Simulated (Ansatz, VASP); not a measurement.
# Si: VASP beside Ansatz

```
Si
1.0
    -3.52438    3.52438    3.12401
     3.52438   -3.52438    3.12401
     3.52438    3.52438   -3.12401
Si
8
Direct
  0.20479 0.20479 0.20479
  0.50000 0.00000 0.29521
  0.29521 0.50000 0.00000
  0.00000 0.29521 0.50000
  0.79521 0.79521 0.79521
  0.50000 0.00000 0.70479
  0.70479 0.50000 0.00000
  0.00000 0.70479 0.50000
```

Alike in both runs: task single point; functional PBEsol; k mesh 10 × 10 × 10; occupations gaussian, width 0.15 eV; no spin polarisation.

|  | VASP | Ansatz |
| --- | --- | --- |
| version | VASP 6.6.1 | Ansatz 0.2.0 |
| potentials or method | VASP PAW PBE potentials, release 64 (Si), cutoff 520 eV | scalar-relativistic, plane waves, PAW |
| valence electrons in the cell | 32 | 32 |

```tsv
	VASP	Ansatz	Ansatz less VASP
gap on the k mesh at the Fermi level (eV)	none	none	-
pressure (GPa)	-6.1	-6.2	-0.10
traceless stress, the component that is largest in VASP (GPa)	8.67	8.67	-0.005
rms of the force components (eV/Å)	0.362	0.361	-0.0019
```

VASP's potentials were made for PBE, not for PBEsol, and Ansatz warns of the same on its side. Atom by atom the forces differ by 0.007 eV/Å (rms over components). A gap of «none» marks a metal or a gap that the smearing closes.
